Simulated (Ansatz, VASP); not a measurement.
## As in VASP and in Ansatz

```
As
1.0
     1.79376   -2.57176    0.00000
     1.79376    2.57176    0.00000
     0.00000    0.00000    2.64356
As
1
Direct
  0.00000 0.00000 0.00000
```

Alike in both runs: task single point; functional PBE; k mesh 6 × 6 × 6; occupations gaussian, width 0.1 eV; no spin polarisation.

|  | VASP | Ansatz |
| --- | --- | --- |
| version | VASP 6.6.1 | Ansatz 0.2.0 |
| potentials or method | VASP PAW PBE potentials, release 64 (As), cutoff 520 eV | scalar-relativistic, plane waves, PAW |
| valence electrons in the cell | 5 | 15 |

```csv
,VASP,Ansatz,Ansatz less VASP
gap on the k mesh at the Fermi level (eV),none,none,-
pressure (GPa),-6.4,-6.5,-0.05
"traceless stress, the component that is largest in VASP (GPa)",10.68,10.58,-0.093
```

A gap of «none» marks a metal or a gap that the smearing closes. VASP's potentials hold 5 valence electrons a cell and Ansatz's 15, so a difference there can come from the potentials and not from the codes.

The k mesh is coarse, so the values compare programs but aren't converged.
